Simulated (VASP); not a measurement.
# MoS2 (P1) in VASP: single point with PBEsol

Aim: the single point of MoS2 with PBEsol.

All numbers are computed with VASP 6.6.1; they aren't measurements. Logs are shortened: lines on timing, memory, paths and dates and some standing lists are left out, and cuts for length are marked.

## Step 1: The cell of the first run

The typed cell holds 6 atoms: a = 3.141 Å, b = 3.141 Å, c = 12.579 Å, α = 90.00°, β = 90.00°, γ = 120.00°.

## Step 2: Single point, PBEsol (atoms moved at random)

INCAR reads:

```
  PREC = Accurate
  ENCUT = 520
  EDIFF = 1E-7
  ISMEAR = 0
  SIGMA = 0.05
  LREAL = False
  LASPH = True
  NELM = 100
  ALGO = Normal
  ISIF = 2
  LWAVE = False
  LCHARG = False
  GGA = PS
  NBANDS = 35
```

KPOINTS reads:

```
Automatic mesh
0
Gamma
  12 12 2
```

POSCAR reads:

```
MoS2
1.0
    3.1414322073      0.0000000000      0.0000000000
   -1.5707161036      2.7205600958      0.0000000000
    0.0000000000      0.0000000000     12.5788196111
Mo S
2 4
Direct
    0.3102501576      0.6780376511      0.2460714000
    0.6008319964      0.2683886322      0.7354639448
    0.4666843477      0.7563719843      0.6568651963
    0.6555797290      0.1984319342      0.1416757869
    0.2812385947      0.6873077008      0.8263247993
    0.6854151746      0.4114620973      0.3935988727
```

Potentials or basis: VASP PAW PBE potentials, release 64 (Mo_sv, S).

Run with:

```console
$ cat potpaw_PBE.64/Mo_sv/POTCAR potpaw_PBE.64/S/POTCAR > POTCAR
$ mpirun -np 1 vasp_std > vasp.out
```

OUTCAR:

```text
PREC = Accurate
   ENCUT = 520
   EDIFF = 1E-7
   ISMEAR = 0
   LREAL = False
   LASPH = True
   NELM = 100
   ISIF = 2
   GGA = PS

 ion  position               nearest neighbor table
   1  0.310  0.678  0.246-   4 1.95   4 2.26   6 2.52   6 2.55   4 2.61   6 2.73
   2  0.601  0.268  0.735-   3 1.75   5 1.95   3 2.04   5 2.19   5 2.32   3 2.56
   3  0.467  0.756  0.657-   2 1.75   2 2.04   5 2.19   2 2.56
   4  0.656  0.198  0.142-   1 1.95   1 2.26   1 2.61
   5  0.281  0.687  0.826-   2 1.95   2 2.19   3 2.19   2 2.32
   6  0.685  0.411  0.394-   1 2.52   1 2.55   1 2.73

  LATTYP: Found a hexagonal cell.
 ALAT       =     3.1414322073
 C/A-ratio  =     4.0041671381

  Lattice vectors:

 A1 = (   3.1414322073,   0.0000000000,   0.0000000000)
 A2 = (  -1.5707161036,   2.7205600958,   0.0000000000)
 A3 = (   0.0000000000,   0.0000000000,  12.5788196111)

Analysis of symmetry for initial positions (statically):
=====================================================================
 Subroutine PRICEL returns:
 Original cell was already a primitive cell.

 Routine SETGRP: Setting up the symmetry group for a
 hexagonal supercell.

 Subroutine GETGRP returns: Found  1 space group operations
 (whereof  1 operations were pure point group operations)
 out of a pool of 24 trial point group operations.

The static configuration has the point symmetry C_1 .

Analysis of symmetry for dynamics (positions and initial velocities):
=====================================================================
 Subroutine PRICEL returns:
 Original cell was already a primitive cell.

 Routine SETGRP: Setting up the symmetry group for a
 hexagonal supercell.

 Subroutine GETGRP returns: Found  1 space group operations
 (whereof  1 operations were pure point group operations)
 out of a pool of 24 trial point group operations.

The dynamic configuration has the point symmetry C_1 .

 Subroutine INISYM returns: Found  1 space group operations
 (whereof  1 operations are pure point group operations),
 and found     1 'primitive' translations

----------------------------------------------------------------------------------------

                                     Primitive cell

  volume of cell :     107.5043

  direct lattice vectors                    reciprocal lattice vectors
[... 96 lines left out ...]
   LREAL  =      F    real-space projection
   EDIFFG = 0.1E-05   stopping-criterion for IOM
   NSW    =      0    number of steps for IOM
   IBRION =     -1    ionic relax: 0-MD 1-quasi-New 2-CG
   NFREE  =      0    steps in history (QN), initial steepest desc. (CG)
   ISIF   =      2    stress and relaxation
   ISYM   =      2    0-nonsym 1-usesym 2-fastsym
   POTIM  = 0.5000    time-step for ionic-motion
   TEBEG  =    0.0;   TEEND  =   0.0 temperature during run
   PSTRESS=    0.0 pullay stress
   NELECT =      52.0000    total number of electrons
   NUPDOWN=      -1.0000    fix difference up-down
   EMIN   =  10.00;   EMAX   =-10.00  energy-range for DOS
   EFERMI =   0.00;   METHOD = LEGACY
   ISMEAR =     0;   SIGMA  =   0.05  broadening in eV -4-tet -1-fermi 0-gaus
   EFERMI_NEDOS =   21; number of points for ismear=-14 and -15
   IALGO  =     38    algorithm
   IMIX   =      4    mixing-type and parameters
     AMIX     =   0.40;   BMIX     =  1.00
     AMIX_MAG =   1.60;   BMIX_MAG =  1.00
  volume/ion in A,a.u.               =      17.92       120.91
  Fermi-wavevector in a.u.,A,eV,Ry     =   1.285091  2.428470 22.469472  1.651460
  Thomas-Fermi vector in A             =   2.417246
   LORBIT       =      0    0 simple, 1 ext, 2 COOP (PROOUT), +10 PAW based schemes
   GGA     = PS    functional components
   LHFCALC =     F    Hartree Fock is set to
   AEXX    =    0.0000 exact exchange contribution
   IVDW    =     0    specifies the selected vdW correction
   LEPSILON=     F    determine dielectric tensor
   LRPA    =     F    only Hartree local field effects (RPA)
 non-spin polarized calculation
 Gauss-broadening in eV      SIGMA  =   0.05
  energy-cutoff  :      520.00
  volume of cell :      107.50
 maximum number of plane-waves:      2922
   NGX = 11   NGY = 11   NGZ = 47

 number of electron      52.0000000 magnetization

 Free energy of the ion-electron system (eV)
  ---------------------------------------------------
  ext. energy  EPLUGINS =         0.00000000
  ---------------------------------------------------
  free energy    TOTEN  =       -33.37673246 eV

  energy without entropy =      -33.37398705  energy(sigma->0) =      -33.37535975

 E-fermi :   7.6415     XC(G=0): -10.5382

 val. band max:        7.6408225495   @ k =   0.2500   0.0833   0.5000
 cond. band min:       7.6481116823   @ k =   0.0833   0.0000   0.0000
 fundamental gap:      0.0072891328
 Fermi energy:         7.6414573885

 k-point     1 :       0.0000    0.0000    0.0000
  band No.  band energies     occupation
      1     -53.9595      2.00000
      2     -53.6989      2.00000
      3     -28.9342      2.00000
      4     -28.4345      2.00000
      5     -28.1921      2.00000
      6     -28.0220      2.00000
[... 901 lines left out ...]
     34      12.2981      0.00000
     35      14.0161      0.00000

 [... further k-points ...]

------------------------ aborting loop because EDIFF is reached ----------------------------------------

  FORCE on cell =-STRESS in cart. coord.  units (eV):
  Direction    XX          YY          ZZ          XY          YZ          ZX
  --------------------------------------------------------------------------------------
  -------------------------------------------------------------------------------------
  Total       16.1320836     59.1883055     41.0144837     -6.6243419     -4.4558849     -1.2913126
  in kB      240.4225175    882.1056101    611.2542987    -98.7250631    -66.4077305    -19.2449184
  external PRESSURE =     577.9274754 kB  Pullay stress =       0.0000000 kB

 VOLUME and BASIS-vectors are now :
 -----------------------------------------------------------------------------
  energy-cutoff  :      520.00
  volume of cell :      107.50
      direct lattice vectors                 reciprocal lattice vectors
     3.141432207  0.000000000  0.000000000     0.318326144  0.183785685  0.000000000
    -1.570716104  2.720560096  0.000000000     0.000000000  0.367571369  0.000000000
     0.000000000  0.000000000 12.578819611     0.000000000  0.000000000  0.079498715

 POSITION                                       TOTAL-FORCE (eV/Angst)
 -----------------------------------------------------------------------------------
     -0.09037      1.84464      3.09529         1.316794     -7.027707     10.401486
      1.46591      0.73017      9.25127        -0.641244     19.894401      7.332622
      0.27801      2.05776      8.26259         1.073844    -13.763489    -20.688638
      1.74778      0.53985      1.78211        -0.864732      7.598827     -8.089310
     -0.19607      1.86986     10.39419        -0.436022     -6.129685     13.326671
      1.50690      1.11941      4.95101        -0.448641     -0.572347     -2.282831
 -----------------------------------------------------------------------------------
    total drift:                                0.000044      0.000052     -0.000321

  FREE ENERGIE OF THE ION-ELECTRON SYSTEM (eV)
  ---------------------------------------------------
  free  energy   TOTEN  =       -33.3767324556 eV

  energy  without entropy=      -33.3739870492  energy(sigma->0) =      -33.37535975
```

OSZICAR:

```text
N       E                     dE             d eps       ncg     rms          rms(c)
[... 14 lines left out ...]
DAV:  15    -0.333770144974E+02    0.42890E-03   -0.27528E-03 11818   0.252E-01    0.415E-01
DAV:  16    -0.333767771582E+02    0.23734E-03   -0.41536E-04 12086   0.106E-01    0.162E-01
DAV:  17    -0.333767402901E+02    0.36868E-04   -0.13553E-04 12274   0.536E-02    0.712E-02
DAV:  18    -0.333767373077E+02    0.29825E-05   -0.37103E-05 12298   0.339E-02    0.308E-02
DAV:  19    -0.333767339797E+02    0.33279E-05   -0.96637E-06 11725   0.139E-02    0.231E-02
DAV:  20    -0.333767330465E+02    0.93326E-06   -0.88820E-06 11540   0.143E-02    0.931E-03
DAV:  21    -0.333767324301E+02    0.61642E-06   -0.17976E-06 11577   0.667E-03    0.222E-03
DAV:  22    -0.333767324556E+02   -0.25486E-07   -0.19239E-07  8069   0.155E-03
   1 F= -.33376732E+02 E0= -.33375360E+02  d E =-.274541E-02
```

stdout:

```text
POSCAR found type information on POSCAR MoS
 POSCAR found :  2 types and       6 ions
 scaLAPACK will be used
 -----------------------------------------------------------------------------
|                                                                             |
|                                                                             |
|     You enforced a specific xc type in the INCAR file but a different       |
|     I HOPE YOU KNOW WHAT YOU ARE DOING!                                     |
|                                                                             |
 -----------------------------------------------------------------------------

 LDA part: xc-table for (Slater+PW92), standard interpolation
 POSCAR, INCAR and KPOINTS ok, starting setup
 FFT: planning ... GRIDC
 FFT: planning ... GRID_SOFT
 FFT: planning ... GRID
 WAVECAR not read
 entering main loop
```

It took 13 min on 1 thread of Intel Xeon Platinum 8259CL at 2.50GHz (Skylake/Cascade Lake), shared host; peak memory 0.53 GiB.

What came out:

```yaml
Free_energy: -33.3767 eV
Pressure: 57.8 GPa
Largest_force: 24.872 eV/Å
Band_gap_on_the_k_mesh: zero (bands 26 and 27 overlap by 1.65 eV)
```

Forces in eV/Å, atoms in the order of the input:
```
Mo    1.317  -7.028  10.401
Mo   -0.641  19.894   7.333
S     1.074 -13.763 -20.689
S    -0.865   7.599  -8.089
S    -0.436  -6.130  13.327
S    -0.449  -0.572  -2.283
```

Stress tensor (GPa, compression positive):
```
24.04 -9.87 -1.92
-9.87 88.21 -6.64
-1.92 -6.64 61.13
```

Caveat: the cell differs from its parent crystal (atoms moved at random); atoms lie so close that the PAW spheres overlap strongly, which falsifies energies and pressures; the stress differs along the axes, from 24 to 88 GPa; the PAW data sets were made with another functional, which shifts forces and pressure a little.
